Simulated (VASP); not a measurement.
The system is SrLaF5.

```
CELL_PARAMETERS angstrom
4.11772 0.00000 0.00000
0.00000 4.11772 0.00000
0.00000 0.00000 7.17465
ATOMIC_POSITIONS crystal
Sr 0.00000 0.00000 0.50000
La 0.50000 0.50000 0.00000
F 0.00000 0.00000 0.00000
F 0.50000 0.00000 0.70479
F 0.00000 0.50000 0.70479
F 0.50000 0.00000 0.29521
F 0.00000 0.50000 0.29521
```

| Property | Result |
| --- | --- |
| Program | VASP 6.6.1 |
| Task | relaxation of cell and atoms |
| Functional | PBEsol |
| Potentials or basis | VASP PAW PBE potentials, release 64 (Sr_sv, La, F) |
| Cutoff | 600 eV |
| k mesh | 6 × 6 × 4 |
| Occupations | fermi-dirac, width 0.03 eV |
| Spin | no spin polarisation |

At the start: pressure -14.3 GPa; volume 17.38 Å³/atom.

Task: How do energy, volume and symmetry change on relaxing?

Result: Over 11 steps the energy falls by 348.9 meV/atom and the volume is 13.53 Å³/atom (-22.1 %); space group P4/mmm (No. 123, to 0.1 Å) before and after.

The path:
| step | energy change (eV) | largest force (eV/Å) | pressure (GPa) | volume (Å³) |
| --- | --- | --- | --- | --- |
| 1 | 0.0000 | 1.2574 | -14.32 | 121.65 |
| 2 | -1.9800 | 1.4202 | -1.41 | 96.24 |
| 3 | -2.0359 | 1.4071 | 3.19 | 92.32 |
| 4 | -2.3720 | 0.5070 | 2.57 | 92.40 |
| 5 | -2.4224 | 0.0627 | 2.81 | 92.43 |
| 6 | -2.4231 | 0.0075 | 2.79 | 92.42 |
| 7 | -2.4354 | 0.0471 | -1.55 | 96.01 |
| 8 | -2.4420 | 0.0278 | 0.06 | 94.65 |
| 9 | -2.4420 | 0.0283 | -0.04 | 94.70 |
| 10 | -2.4421 | 0.0141 | -0.04 | 94.71 |
| 11 | -2.4422 | 0.0048 | -0.06 | 94.73 |

Final structure:
```
Sr La F
1.0
     3.91530    0.00000    0.00000
     0.00000    3.91530    0.00000
     0.00000    0.00000    6.17966
Sr La F
1 1 5
Direct
  0.00000 0.00000 0.50000
  0.50000 0.50000 0.00000
  0.00000 0.00000 0.00000
  0.50000 0.00000 0.73554
  0.00000 0.50000 0.73554
  0.50000 0.00000 0.26446
  0.00000 0.50000 0.26446
```

Caveat: the volume moved by over 15 % at a fixed basis, so the end points are rough; the PAW data sets were made with another functional, which shifts forces and pressure a little.
